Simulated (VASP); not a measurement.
The system is Co.

```
Co
1.0
     2.48736    0.00000    0.00000
    -1.24368    2.15412    0.00000
     0.00000    0.00000    4.06329
Co
2
Cartesian
  0.0000 1.4361 3.0074
  1.2437 0.7180 1.0559
```

* Program: VASP 6.6.1
* Task: relaxation of cell and atoms
* Functional: PBEsol
* Potentials or basis: VASP PAW PBE potentials, release 64 (Co)
* Cutoff: 600 eV
* k mesh: 9 × 9 × 5
* Occupations: fermi-dirac, width 0.05 eV
* Spin: collinear spin, ferromagnetic start
* Starting moments: [2.0, 2.0] μB

At the start: pressure -11.4 GPa; volume 10.89 Å³/atom.

**Question.** Where does the relaxation end?

**Answer.** Over 8 steps the energy falls by 32.2 meV/atom and the volume is 10.30 Å³/atom (-5.4 %); space group P-3m1 (No. 164, to 0.1 Å) before, P6_3/mmc (No. 194, to 0.1 Å); moment 3.04 μB per cell.

Step by step:
```tsv
step	energy change (eV)	largest force (eV/Å)	pressure (GPa)	volume (Å³)
1	0.0000	0.4343	-11.41	21.77
2	0.0026	0.3816	17.50	19.42
3	-0.0509	0.4492	1.16	20.55
4	-0.0634	0.1187	0.66	20.54
5	-0.0644	0.0083	0.71	20.54
6	-0.0644	0.0007	0.69	20.54
7	-0.0643	0.0069	-0.87	20.67
8	-0.0645	0.0031	0.02	20.59
```

Final structure:
```
Co
1.0
     2.44818    0.00000    0.00000
    -1.22409    2.12019    0.00000
     0.00000    0.00000    3.96773
Co
2
Direct
  0.33333 0.66667 0.74995
  0.66667 0.33333 0.25005
```

Caveat: the PAW data sets were made with another functional, which shifts forces and pressure a little.
